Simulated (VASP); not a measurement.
# BeCd2Te3 (P6/mmm) in VASP: notebook, part 2 of 2

VASP 6.6.1. The steps go on from the part before.

### 4 Relaxation of cell and atoms, PBE

INCAR

```
SYSTEM = BeCd2Te3
PREC = Accurate ; ENCUT = 600
EDIFF = 1E-7 ; ISMEAR = 0
SIGMA = 0.1 ; LREAL = .False.
LASPH = .True. ; NELM = 120
ALGO = Normal ; ISIF = 3
LWAVE = .False. ; LCHARG = .False.
GGA = PE ; IBRION = 2
NSW = 90 ; EDIFFG = -0.04
GGA_COMPAT = .False. ; NELMIN = 4
```

KPOINTS

```
regular mesh
0
Gamma
  6 6 2
  0 0 0
```

POSCAR

```
BeCd2Te3
1.0
    4.8797618700      0.0000000000      0.0000000000
   -2.4398809400      4.2259977500      0.0000000000
    0.0000000000      0.0000000000      8.4126257600
Be Cd Te
1 2 3
Direct
    0.0000000000      0.0000000000      0.0000000000
    0.0000000000      0.0000000000      0.7689085500
    0.0000000000      0.0000000000      0.2310914500
    0.3333333300      0.6666666700      0.0000000000
    0.6666666700      0.3333333300      0.0000000000
    0.0000000000      0.0000000000      0.5000000000
```

Potentials or basis: VASP PAW PBE potentials, release 64 (Be, Cd, Te).

Launch:

```
$ cat potpaw_PBE.64/Be/POTCAR potpaw_PBE.64/Cd/POTCAR potpaw_PBE.64/Te/POTCAR > POTCAR
$ mpirun -np 1 vasp_std > vasp.out
```

OUTCAR:

```text
SYSTEM = BeCd2Te3
   PREC = Accurate
   ENCUT = 600
   EDIFF = 1E-7
   ISMEAR = 0
   LREAL = .False.
   LASPH = .True.
   NELM = 120
   ISIF = 3
   GGA = PE
   IBRION = 2
   NSW = 90
   EDIFFG = -0.04
   NELMIN = 4

 ion  position               nearest neighbor table
   1  0.000  0.000  0.000-   2 1.94   3 1.94   4 2.82   5 2.82   5 2.82   4 2.82   5 2.82   4 2.82

   2  0.000  0.000  0.769-   1 1.94   6 2.26   5 3.42   4 3.42   5 3.42   4 3.42   5 3.42   4 3.42

   3  0.000  0.000  0.231-   1 1.94   6 2.26   5 3.42   4 3.42   5 3.42   4 3.42   5 3.42   4 3.42

   4  0.333  0.667  0.000-   5 2.82   1 2.82   5 2.82   1 2.82   1 2.82   5 2.82   3 3.42   2 3.42
                             3 3.42   2 3.42   3 3.42   2 3.42
   5  0.667  0.333  0.000-   4 2.82   1 2.82   4 2.82   1 2.82   1 2.82   4 2.82   3 3.42   2 3.42
                             2 3.42   3 3.42   2 3.42   3 3.42
   6  0.000  0.000  0.500-   2 2.26   3 2.26

  LATTYP: Found a hexagonal cell.
 ALAT       =     4.8797618700
 C/A-ratio  =     1.7239828467
[... 299 lines left out ...]

--------------------------------------- Ionic step        9  -------------------------------------------

 number of electron      44.0000001 magnetization

------------------------ aborting loop because EDIFF is reached ----------------------------------------
[... 75 lines left out ...]
--------------------------------------- Ionic step       11  -------------------------------------------

 number of electron      43.9999996 magnetization

 Free energy of the ion-electron system (eV)
  ---------------------------------------------------
  ext. energy  EPLUGINS =         0.00000000
  ---------------------------------------------------
  free energy    TOTEN  =       -11.78402419 eV

  energy without entropy =      -11.75005543  energy(sigma->0) =      -11.76703981

 E-fermi :   1.1028     XC(G=0):  -7.3999

 val. band max:        1.0991503409   @ k =   0.1667   0.0000   0.5000
 cond. band min:       1.1414750922   @ k =   0.0000   0.0000   0.5000
 fundamental gap:      0.0423247513
 Fermi energy:         1.1027793077

 k-point     1 :       0.0000    0.0000    0.0000
  band No.  band energies     occupation
      1     -11.7631      2.00000
      2      -9.0351      2.00000
      3      -7.7549      2.00000
      4      -7.4796      2.00000
      5      -7.1125      2.00000
      6      -7.1125      2.00000
[... 428 lines left out ...]
  FREE ENERGIE OF THE ION-ELECTRON SYSTEM (eV)
  ---------------------------------------------------
  free  energy   TOTEN  =       -11.7840241874 eV

  energy  without entropy=      -11.7500554298  energy(sigma->0) =      -11.76703981

 reached required accuracy - stopping structural energy minimisation
```

It took 14 min on 1 thread of Intel Xeon Platinum 8488C (Sapphire Rapids), shared host; peak memory 0.39 GiB.

What came out:

- Free energy: -11.7840 eV
- Relaxed volume: 40.04 Å³/atom
- Relaxed cell: a = 5.239 Å, b = 5.239 Å, c = 10.107 Å, α = 90.00°, β = 90.00°, γ = 120.00°
- Space group after relaxing (to 0.1 Å): P6/mmm (No. 191)
- Energy gained by relaxing: 726.5 meV/atom
- Ionic steps: 11
- Pressure after relaxing: 0.0 GPa
- Largest force after relaxing: 0.027 eV/Å
- Band gap on the k mesh: zero (bands 22 and 23 overlap by 0.92 eV)

Forces on the atoms (eV/Å):
```
Be   0.000  0.000  0.000
Cd   0.000  0.000 -0.027
Cd   0.000  0.000  0.027
Te   0.000  0.000  0.000
Te   0.000  0.000  0.000
Te   0.000  0.000  0.000
```

Stress tensor (GPa, compression positive):
```
-0.04  0.00  0.00
 0.00 -0.04  0.00
 0.00  0.00  0.07
```

The path:
| step | energy change (eV) | largest force (eV/Å) | pressure (GPa) | volume (Å³) |
| --- | --- | --- | --- | --- |
| 1 | 0.0000 | 1.3098 | 21.62 | 173.48 |
| 2 | -3.4094 | 0.3051 | -2.21 | 284.01 |
| 3 | -4.2030 | 0.8028 | 1.40 | 227.53 |
| 4 | -4.2051 | 0.7654 | 0.93 | 231.26 |
| 5 | -4.2059 | 0.7826 | 1.14 | 229.58 |
| 6 | -4.3269 | 0.4406 | 0.05 | 238.94 |
| 7 | -4.3460 | 0.2178 | -0.48 | 245.08 |
| 8 | -4.3461 | 0.2325 | -0.45 | 244.68 |
| 9 | -4.3575 | 0.0940 | -0.10 | 241.36 |
| 10 | -4.3577 | 0.0694 | -0.04 | 240.85 |
| 11 | -4.3592 | 0.0270 | 0.00 | 240.23 |

Final structure:
```
Be Cd Te
1.0
     5.23886    0.00000    0.00000
    -2.61943    4.53699    0.00000
     0.00000    0.00000   10.10719
Be Cd Te
1 2 3
Direct
  0.00000 0.00000 0.00000
  0.00000 0.00000 0.76662
  0.00000 0.00000 0.23339
  0.33333 0.66667 0.00000
  0.66667 0.33333 0.00000
  0.00000 0.00000 0.50000
```

Caveat: the k points lie up to 0.31 Å⁻¹ apart in the final cell, too coarse for converged energies and pressures of a metal; the volume moved by over 15 % at a fixed basis, so the end points are rough; spin-orbit coupling is left out, which moves the levels of the heavy elements.

### 5 Single point, PBE

This run uses another cell than the first one, of 40.34 Å³/atom.

INCAR

```
SYSTEM = BeCd2Te3
PREC     = Accurate       ! precision mode
ENCUT    = 600            ! plane-wave cutoff, eV
EDIFF    = 1E-6           ! SCF threshold, eV
ISMEAR   = 0              ! smearing method
SIGMA    = 0.1            ! smearing width, eV
LREAL    = .FALSE.        ! projectors in reciprocal space
LASPH    = .TRUE.         ! aspherical terms in the spheres
NELM     = 120            ! most SCF steps
ALGO     = Normal         ! electronic algorithm
ISIF     = 2              ! what is computed and relaxed
LWAVE    = .FALSE.        ! write WAVECAR
LCHARG   = .FALSE.        ! write CHGCAR
GGA      = PE             ! functional
NBANDS   = 31             ! bands
GGA_COMPAT= .FALSE.
```

KPOINTS

```
Automatic mesh
0
G
  12 12 4
  0 0 0
```

POSCAR

```
BeCd2Te3
1.0
    5.2573578317      0.0000000000      0.0000000000
   -2.6286789159      4.5530054390      0.0000000000
    0.0000000000      0.0000000000     10.1115036908
Be Cd Te
1 2 3
Direct
    0.0000000000      0.0000000000      0.0000000000
    0.0000000000      0.0000000000      0.7665624694
    0.0000000000      0.0000000000      0.2334375306
    0.3333333333      0.6666666667      0.0000000000
    0.6666666667      0.3333333333      0.0000000000
    0.0000000000      0.0000000000      0.5000000000
```

Launch:

```
$ cat potpaw_PBE.64/Be/POTCAR potpaw_PBE.64/Cd/POTCAR potpaw_PBE.64/Te/POTCAR > POTCAR
$ mpirun -np 1 vasp_std > vasp.out
```

It took 11 min on 1 thread of Intel Xeon Platinum 8488C (Sapphire Rapids), shared host; peak memory 0.72 GiB.

It converged, with:

* Free energy: -11.8385 eV
* Pressure: 0.0 GPa
* Largest force: 0.011 eV/Å
* Band gap on the k mesh: zero (bands 22 and 23 overlap by 1.04 eV)

Forces on the atoms (eV/Å):
```
Be   0.000  0.000  0.000
Cd   0.000  0.000  0.011
Cd   0.000  0.000 -0.011
Te   0.000  0.000  0.000
Te   0.000  0.000  0.000
Te   0.000  0.000  0.000
```

Stress tensor (GPa, compression positive):
```
-0.03  0.00  0.00
 0.00 -0.03  0.00
 0.00  0.00  0.15
```

Levels at points of the mesh, in eV from the Fermi level:
| k point | band 18 | band 19 | band 20 | band 21 | band 22 | band 23 | band 24 | band 25 | band 26 | band 27 |
| --- | --- | --- | --- | --- | --- | --- | --- | --- | --- | --- |
| (0.00, 0.00, 0.00) | -2.46 | -1.75 | -1.75 | 0.09 | 0.09 | 0.38 | 0.82 | 1.08 | 3.96 | 3.96 |
| (0.50, 0.00, 0.00) | -1.53 | -0.83 | -0.24 | -0.14 | -0.06 | 0.56 | 1.79 | 2.32 | 3.03 | 3.23 |
| (0.00, 0.00, 0.50) | -1.73 | -1.73 | -1.71 | 0.03 | 0.03 | 0.06 | 0.38 | 3.04 | 3.12 | 4.57 |
| (0.50, 0.00, 0.50) | -2.39 | -0.66 | -0.40 | -0.17 | 0.52 | 0.58 | 1.79 | 2.42 | 3.14 | 3.47 |

Caveat: spin-orbit coupling is left out, which moves the levels of the heavy elements.

### 6 Overview

| task | cell | k mesh | gap on the mesh (eV) | pressure (GPa) | largest force (eV/Å) |
| --- | --- | --- | --- | --- | --- |
| single point | a = 4.880, b = 4.880, c = 8.413 Å, angles 90.0, 90.0, 120.0°, 6 atoms, atomic positions A | 6 × 6 × 2 | none | 21.6 | 1.31 |
| single point | a = 5.232, b = 5.232, c = 10.063 Å, angles 90.0, 90.0, 120.0°, 6 atoms, atomic positions B | 6 × 6 × 2 | none | 0.2 | 0.01 |
| relaxation of cell and atoms | relaxed from a = 4.880, b = 4.880, c = 8.413 Å, angles 90.0, 90.0, 120.0°, 6 atoms, atomic positions A | 6 × 6 × 2 | none | 0.0 | 0.03 |
| single point | a = 5.257, b = 5.257, c = 10.112 Å, angles 90.0, 90.0, 120.0°, 6 atoms, atomic positions B | 12 × 12 × 4 | none | 0.0 | 0.01 |

Alike in all rows: level PBE; potentials or basis VASP PAW PBE potentials, release 64 (Be, Cd, Te); no spin polarisation; cutoff (eV) 600; smearing gaussian 0.1 eV.

Caveats: some runs use coarse meshes; spin-orbit coupling is left out, which moves the levels of the heavy elements; forces of over 1 eV/Å act on the atoms, so gaps and moduli don't describe the material at rest (at least some runs); the volume moved by over 15 % at a fixed basis, so the end points are rough (at least some runs).

Total energies depend on the potentials used, so only differences within one code and one set of settings carry meaning.
